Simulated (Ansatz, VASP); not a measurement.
Br in VASP and in Ansatz

```
CELL_PARAMETERS angstrom
14.00000 0.00000 0.00000
0.00000 14.50000 0.00000
0.00000 0.00000 15.00000
ATOMIC_POSITIONS crystal
Br 0.58234 0.49951 0.50057
Br 0.41766 0.50049 0.49943
```

Alike in both runs: functional PBE; dispersion D3(BJ); k mesh 1 × 1 × 1; occupations gaussian, width 0.005 eV; no spin polarisation.

Ansatz relaxed the structure, and its values are those at the end. VASP's run is a single point on that final structure, the one shown.

|  | VASP | Ansatz |
| --- | --- | --- |
| version | VASP 6.6.1 | Ansatz 0.2.0 |
| potentials or method | VASP PAW PBE potentials, release 64 (Br), cutoff 520 eV | scalar-relativistic, plane waves, PAW |
| valence electrons in the cell | 14 | 14 |

VASP gave:

- gap on the k mesh at the Fermi level (eV): 2.21
- rms of the force components (eV/Å): 0.006

**Question.** Which values does Ansatz return?

**Answer.** gap on the k mesh at the Fermi level (eV): 2.21; rms of the force components (eV/Å): 0.001.
